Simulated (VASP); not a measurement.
# VN (Fm-3m) in VASP: further runs

The runs below take VN through electric field gradients, with PBE, LDA.

All numbers are computed with VASP 6.6.1; they aren't measurements. Logs are shortened: lines on timing, memory, paths and dates and some standing lists are left out, and cuts for length are marked.

### Step 1. The cell of the first run

Symmetry: Fm-3m, No. 225, cubic system. The conventional cell has a = 4.128 Å, b = 4.128 Å, c = 4.128 Å, α = 90.00°, β = 90.00°, γ = 90.00°. V (site symmetry m-3m) has 6 N at 2.06 Å within 2.7 Å. N (site symmetry m-3m) has 6 V at 2.06 Å within 2.7 Å.

### Step 2. Electric field gradients, PBE, collinear spin, ferromagnetic start

File INCAR:

```
PREC     = Accurate       # precision mode
ENCUT    = 520            # plane-wave cutoff, eV
EDIFF    = 1E-8           # SCF threshold, eV
ISMEAR   = -1             # smearing method
SIGMA    = 0.05           # smearing width, eV
LREAL    = F              # projectors in reciprocal space
LASPH    = T              # aspherical terms in the spheres
NELM     = 200            # most SCF steps
ALGO     = Normal         # electronic algorithm
ISIF     = 2              # what is computed and relaxed
LWAVE    = F              # write WAVECAR
LCHARG   = F              # write CHGCAR
ISPIN    = 2              # spin polarisation
MAGMOM   = 2 0            # initial moments
LORBIT   = 11             # projections on sites
LMAXMIX  = 4              # l up to which the mixer works
GGA      = PE             # functional
LEFG     = T            
NBANDS   = 20             # bands
GGA_COMPAT= F
```

File KPOINTS:

```
Automatic mesh
0
Gamma
  19 19 19
```

File POSCAR:

```
VN
1.0
    0.0000000000      2.0640000000      2.0640000000
    2.0640000000      0.0000000000      2.0640000000
    2.0640000000      2.0640000000      0.0000000000
V N
1 1
Direct
    0.0000000000      0.0000000000      0.0000000000
    0.5000000000      0.5000000000      0.5000000000
```

Potentials or basis: VASP PAW PBE potentials, release 64 (V_sv, N).

Started as:

```bash
cat potpaw_PBE.64/V_sv/POTCAR potpaw_PBE.64/N/POTCAR > POTCAR
mpirun -np 1 vasp_std > vasp.out
```

OUTCAR:

```text
PREC = Accurate
   ENCUT = 520
   EDIFF = 1E-8
   ISMEAR = -1
   LREAL = F
   LASPH = T
   NELM = 200
   ISIF = 2
   ISPIN = 2
   LORBIT = 11
   GGA = PE

 ion  position               nearest neighbor table
   1  0.000  0.000  0.000-   2 2.06   2 2.06   2 2.06   2 2.06   2 2.06   2 2.06
   2  0.500  0.500  0.500-   1 2.06   1 2.06   1 2.06   1 2.06   1 2.06   1 2.06

  LATTYP: Found a face centered cubic cell.
 ALAT       =     4.1280000000

  Lattice vectors:

 A1 = (   0.0000000000,   2.0640000000,   2.0640000000)
 A2 = (   2.0640000000,   0.0000000000,   2.0640000000)
 A3 = (   2.0640000000,   2.0640000000,   0.0000000000)

Analysis of symmetry for initial positions (statically):
=====================================================================
 Subroutine PRICEL returns:
 Original cell was already a primitive cell.

 Routine SETGRP: Setting up the symmetry group for a
 face centered cubic supercell.

 Subroutine GETGRP returns: Found 48 space group operations
 (whereof 48 operations were pure point group operations)
 out of a pool of 48 trial point group operations.

The static configuration has the point symmetry O_h .

Analysis of symmetry for dynamics (positions and initial velocities):
=====================================================================
 Subroutine PRICEL returns:
 Original cell was already a primitive cell.

 Routine SETGRP: Setting up the symmetry group for a
 face centered cubic supercell.

 Subroutine GETGRP returns: Found 48 space group operations
 (whereof 48 operations were pure point group operations)
 out of a pool of 48 trial point group operations.

The dynamic configuration has the point symmetry O_h .

Analysis of structural, dynamic, and magnetic symmetry:
=====================================================================
 Subroutine PRICEL returns:
 Original cell was already a primitive cell.

 Routine SETGRP: Setting up the symmetry group for a
 face centered cubic supercell.

 Subroutine GETGRP returns: Found 48 space group operations
 (whereof 48 operations were pure point group operations)
 out of a pool of 48 trial point group operations.

The overall configuration has the point symmetry O_h .

 Subroutine INISYM returns: Found 48 space group operations
 (whereof 48 operations are pure point group operations),
 and found     1 'primitive' translations

----------------------------------------------------------------------------------------

                                     Primitive cell

  volume of cell :      17.5857

  direct lattice vectors                    reciprocal lattice vectors
     0.000000000  2.064000000  2.064000000    -0.242248062  0.242248062  0.242248062
     2.064000000  0.000000000  2.064000000     0.242248062 -0.242248062  0.242248062
     2.064000000  2.064000000  0.000000000     0.242248062  0.242248062 -0.242248062

  length of vectors
     2.918936793  2.918936793  2.918936793     0.419585951  0.419585951  0.419585951

  position of ions in fractional coordinates (direct lattice)
     0.000000000  0.000000000  0.000000000
     0.500000000  0.500000000  0.500000000

  ion indices of the primitive-cell ions
   primitive index   ion index
                 1           1
                 2           2

----------------------------------------------------------------------------------------

 KPOINTS: Automatic mesh

Automatic generation of k-mesh.
 Grid dimensions read from file:
 generate k-points for:   19   19   19

 Generating k-lattice:

  Cartesian coordinates                     Fractional coordinates (reciprocal lattice)
    -0.012749898  0.012749898  0.012749898     0.052631579  0.000000000  0.000000000
     0.012749898 -0.012749898  0.012749898     0.000000000  0.052631579  0.000000000
     0.012749898  0.012749898 -0.012749898     0.000000000  0.000000000  0.052631579

  Length of vectors
     0.022083471  0.022083471  0.022083471

  Shift w.r.t. Gamma in fractional coordinates (k-lattice)
     0.000000000  0.000000000  0.000000000

 Subroutine IBZKPT returns following result:
 ===========================================

 Found    220 irreducible k-points:

 Following reciprocal coordinates:
            Coordinates               Weight
  0.000000  0.000000  0.000000      1.000000
  0.052632  0.000000  0.000000      8.000000
  0.105263  0.000000  0.000000      8.000000
  0.157895  0.000000  0.000000      8.000000
  0.210526  0.000000  0.000000      8.000000
  0.263158  0.000000  0.000000      8.000000
[... 16 lines left out ...]
 -0.315789  0.052632  0.000000     24.000000
 -0.263158  0.052632  0.000000     24.000000
 [... further k-points ...]
   k-points           NKPTS =    220   k-points in BZ     NKDIM =    220   number of bands    NBANDS=     20
   number of dos      NEDOS =    301   number of ions     NIONS =      2
   total plane-waves  NPLWV =  13824
   dimension x,y,z NGX =    24 NGY =   24 NGZ =   24
   dimension x,y,z NGXF=    48 NGYF=   48 NGZF=   48
   ions per type =               1   1
   NGX,Y,Z   is equivalent  to a cutoff of  13.67, 13.67, 13.67 a.u.
   NGXF,Y,Z  is equivalent  to a cutoff of  27.34, 27.34, 27.34 a.u.
 SYSTEM =  unknown system
   PREC   = accura    normal or accurate (medium, high low for compatibility)
   ISTART =      0    job   : 0-new  1-cont  2-samecut
   ICHARG =      2    charge: 1-file 2-atom 10-const
   ISPIN  =      2    spin polarized calculation?
   LNONCOLLINEAR =      F non collinear calculations
   LSORBIT =      F    spin-orbit coupling
   LASPH  =      T    aspherical Exc in radial PAW
   ENCUT  =  520.0 eV  38.22 Ry    6.18 a.u.   5.43  5.43  5.43*2*pi/ulx,y,z
   NELM   =    200;   NELMIN=  2; NELMDL= -5     # of ELM steps
   EDIFF  = 0.1E-07   stopping-criterion for ELM
   LREAL  =      F    real-space projection
   EDIFFG = 0.1E-06   stopping-criterion for IOM
   NSW    =      0    number of steps for IOM
   IBRION =     -1    ionic relax: 0-MD 1-quasi-New 2-CG
   NFREE  =      0    steps in history (QN), initial steepest desc. (CG)
   ISIF   =      2    stress and relaxation
   ISYM   =      2    0-nonsym 1-usesym 2-fastsym
   POTIM  = 0.5000    time-step for ionic-motion
   TEBEG  =    0.0;   TEEND  =   0.0 temperature during run
   PSTRESS=    0.0 pullay stress
   NELECT =      18.0000    total number of electrons
   NUPDOWN=      -1.0000    fix difference up-down
   EMIN   =  10.00;   EMAX   =-10.00  energy-range for DOS
   EFERMI =   0.00;   METHOD = LEGACY
   ISMEAR =    -1;   SIGMA  =   0.05  broadening in eV -4-tet -1-fermi 0-gaus
   EFERMI_NEDOS =   21; number of points for ismear=-14 and -15
   IALGO  =     38    algorithm
   IMIX   =      4    mixing-type and parameters
     AMIX     =   0.40;   BMIX     =  1.00
     AMIX_MAG =   1.60;   BMIX_MAG =  1.00
  volume/ion in A,a.u.               =       8.79        59.34
  Fermi-wavevector in a.u.,A,eV,Ry     =   1.649856  3.117775 37.035385  2.722024
  Thomas-Fermi vector in A             =   2.738904
   LORBIT       =     11    0 simple, 1 ext, 2 COOP (PROOUT), +10 PAW based schemes
   GGA     = PE    functional components
   LHFCALC =     F    Hartree Fock is set to
   AEXX    =    0.0000 exact exchange contribution
   IVDW    =     0    specifies the selected vdW correction
   LEPSILON=     F    determine dielectric tensor
   LRPA    =     F    only Hartree local field effects (RPA)
 spin polarized calculation
  energy-cutoff  :      520.00
  volume of cell :       17.59
 maximum number of plane-waves:       495
 NGX is ok and might be reduce to    24
   NGX = 11   NGY = 11   NGZ = 11

 number of electron      18.0000004 magnetization       0.0000391

 Free energy of the ion-electron system (eV)
  ---------------------------------------------------
  ext. energy  EPLUGINS =         0.00000000
  ---------------------------------------------------
  free energy    TOTEN  =       -19.30727928 eV

  energy without entropy =      -19.29239601  energy(sigma->0) =      -19.29983764

 E-fermi :  11.8904     XC(G=0): -13.5774

 val. band max:       11.8857479505   @ k =  -0.2632   0.4211   0.1579
 cond. band min:      11.8913963942   @ k =   0.3158   0.0526   0.0000
 fundamental gap:      0.0056484437
 Fermi energy:        11.8904394575

 spin component 1

 k-point     1 :       0.0000    0.0000    0.0000
  band No.  band energies     occupation
      1     -53.5402      1.00000
      2     -27.1764      1.00000
      3     -27.1764      1.00000
      4     -27.1764      1.00000
      5      -6.0395      1.00000
      6       9.6723      1.00000
[... 12 lines left out ...]
     19      39.3688      0.00000
     20      39.3688      0.00000
[... 507 lines left out ...]
 k-point    24 :      -0.2632    0.0526    0.0000
  band No.  band energies     occupation
      1     -53.4964      1.00000
      2     -27.4677      1.00000
      3     -27.2196      1.00000
      4     -27.1985      1.00000
      5      -4.6203      1.00000
      6       5.2435      1.00000
[... 12 lines left out ...]
     19      34.8598      0.00000
     20      37.1450      0.00000

 [... further k-points ...]

 spin component 2

 k-point     1 :       0.0000    0.0000    0.0000
  band No.  band energies     occupation
      1     -53.5402      1.00000
      2     -27.1764      1.00000
      3     -27.1764      1.00000
      4     -27.1764      1.00000
      5      -6.0395      1.00000
      6       9.6723      1.00000
[... 12 lines left out ...]
     19      39.3688      0.00000
     20      39.3688      0.00000
[... 507 lines left out ...]
 k-point    24 :      -0.2632    0.0526    0.0000
  band No.  band energies     occupation
      1     -53.4964      1.00000
      2     -27.4676      1.00000
      3     -27.2196      1.00000
      4     -27.1984      1.00000
      5      -4.6203      1.00000
      6       5.2435      1.00000
[... 12 lines left out ...]
     19      34.8598      0.00000
     20      37.1450      0.00000

 [... further k-points ...]

------------------------ aborting loop because EDIFF is reached ----------------------------------------

  FORCE on cell =-STRESS in cart. coord.  units (eV):
  Direction    XX          YY          ZZ          XY          YZ          ZX
  --------------------------------------------------------------------------------------
  -------------------------------------------------------------------------------------
  Total       -0.1912064     -0.1912064     -0.1912064      0.0000000     -0.0000000      0.0000000
  in kB      -17.4202356    -17.4202356    -17.4202356      0.0000000     -0.0000000      0.0000000
  external PRESSURE =     -17.4202356 kB  Pullay stress =       0.0000000 kB

 VOLUME and BASIS-vectors are now :
 -----------------------------------------------------------------------------
  energy-cutoff  :      520.00
  volume of cell :       17.59
      direct lattice vectors                 reciprocal lattice vectors
     0.000000000  2.064000000  2.064000000    -0.242248062  0.242248062  0.242248062
     2.064000000  0.000000000  2.064000000     0.242248062 -0.242248062  0.242248062
     2.064000000  2.064000000  0.000000000     0.242248062  0.242248062 -0.242248062

 POSITION                                       TOTAL-FORCE (eV/Angst)
 -----------------------------------------------------------------------------------
      0.00000      0.00000      0.00000        -0.000000     -0.000000     -0.000000
      2.06400      2.06400      2.06400         0.000000      0.000000      0.000000
 -----------------------------------------------------------------------------------
    total drift:                                0.000000     -0.000000     -0.000000

  FREE ENERGIE OF THE ION-ELECTRON SYSTEM (eV)
  ---------------------------------------------------
  free  energy   TOTEN  =       -19.3072792772 eV

  energy  without entropy=      -19.2923960057  energy(sigma->0) =      -19.29983764

 Electric field gradients (V/A^2)
---------------------------------------------------------------------
 ion       V_xx      V_yy      V_zz      V_xy      V_xz      V_yz
---------------------------------------------------------------------
   1      -0.000     0.000     0.000     0.001     0.001     0.001
   2      -0.000    -0.000    -0.000    -0.001    -0.001    -0.001
---------------------------------------------------------------------

 Electric field gradients after diagonalization (V/A^2)
 (convention: |V_zz| > |V_xx| > |V_yy|)
----------------------------------------------------------------------
 ion       V_xx      V_yy      V_zz     asymmetry (V_yy - V_xx)/ V_zz
----------------------------------------------------------------------
   1      -0.001    -0.001     0.002       0.000
   2       0.001     0.001    -0.001       0.000
----------------------------------------------------------------------

           NMR quadrupolar parameters

 Cq : quadrupolar parameter    Cq=e*Q*V_zz/h
 eta: asymmetry parameters     (V_yy - V_xx)/ V_zz
 Q  : nuclear electric quadrupole moment in mb (millibarn)
----------------------------------------------------------------------
 ion       Cq(MHz)       eta       Q (mb)
----------------------------------------------------------------------
   1       0.000       0.000       1.000
   2      -0.000       0.000       1.000
----------------------------------------------------------------------

 total charge

# of ion       s       p       d       tot
------------------------------------------
    1        2.237   6.275   3.143  11.655
    2        1.246   2.510   0.000   3.756
--------------------------------------------------
tot          3.483   8.785   3.143  15.410

 magnetization (x)

# of ion       s       p       d       tot
------------------------------------------
    1        0.000   0.000   0.000   0.000
    2       -0.000  -0.000   0.000  -0.000
--------------------------------------------------
tot          0.000  -0.000   0.000   0.000
```

It took 5.3 min on 1 thread of Oxide Virtual Turin-like, shared host; peak memory 0.21 GiB.

Results:

| Quantity | Value |
| --- | --- |
| Free energy | -19.3073 eV |
| Pressure | -1.7 GPa |
| Band gap on the k mesh | zero (filled and empty bands overlap) |
| Net moment | 0.00 μB per cell |
| Largest electric field gradient by atom | under 0.05 V/Å² on every atom |
| Valence electrons inside the program's atomic spheres | V 11.65; N 3.76 |

Levels at points of the mesh, in eV from the Fermi level:
Spin up:
```tsv
k point	band 5	band 6	band 7	band 8	band 9	band 10	band 11	band 12	band 13	band 14
(0.00, 0.00, 0.00)	-17.93	-2.22	-2.22	-2.22	-1.52	-1.52	-1.52	-0.46	-0.46	5.92
```
Spin down:
```
           k point  band 6  band 7  band 8  band 9  band 10  band 11  band 12  band 13
(0.00, 0.00, 0.00)   -2.22   -2.22   -2.22   -1.52    -1.52    -1.52    -0.46    -0.46
```

Caveat: the moments typed at the start vanished in this run. With open d or f shells a metallic result of PBE can be an artefact of self-interaction; +U or a hybrid may open a gap.

(Part 1 of 2 ends here.)
